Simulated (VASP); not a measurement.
CaO, 2 atoms in the cell. Symmetry: Fm-3m, No. 225, cubic system. The conventional cell has a = 4.686 Å, b = 4.686 Å, c = 4.686 Å, α = 90.00°, β = 90.00°, γ = 90.00°. Ca (site symmetry m-3m) has 6 O at 2.34 Å within 3.1 Å. O (site symmetry m-3m) has 6 Ca at 2.34 Å within 3.1 Å.  This cell differs from its parent crystal: strain -2.3%.

| Property | Result |
| --- | --- |
| Program | VASP 6.6.1 |
| Task | single point |
| Functional | HSE06 |
| Potentials or basis | VASP PAW PBE potentials, release 64 (Ca_sv, O) |
| Cutoff | 520 eV |
| k mesh | 6 × 6 × 6 |
| Occupations | gaussian, width 0.01 eV |
| Spin | no spin polarisation |
| Dipole correction | no |
| Grid for exact exchange (PRECFOCK) | Normal |
| Further INCAR settings | ALGO = Normal; EDIFF = 1e-06; NBANDS = 15 |
| Share of exact exchange | 0.25 |
| Screening parameter | 0.2079 1/Å |

Potentials or basis: VASP PAW PBE potentials, release 64 (Ca_sv, O).

Run with:

```sh
$ cat potpaw_PBE.64/Ca_sv/POTCAR potpaw_PBE.64/O/POTCAR > POTCAR
$ cp INCAR.step1 INCAR
$ mpirun -np 1 vasp_std > vasp.out
$ cp INCAR.step2 INCAR
$ mpirun -np 1 vasp_std > vasp.out
```

Hardware: 1 thread of Intel(R) Xeon(R) Platinum 8488C (Sapphire Rapids) (shared host).

**Question.** How long does it take, and how much memory?

**Answer.** Wall time 15 min on 1 thread of Intel(R) Xeon(R) Platinum 8488C (Sapphire Rapids), on a shared host, peak memory 0.26 GiB. Counts: k points 16.
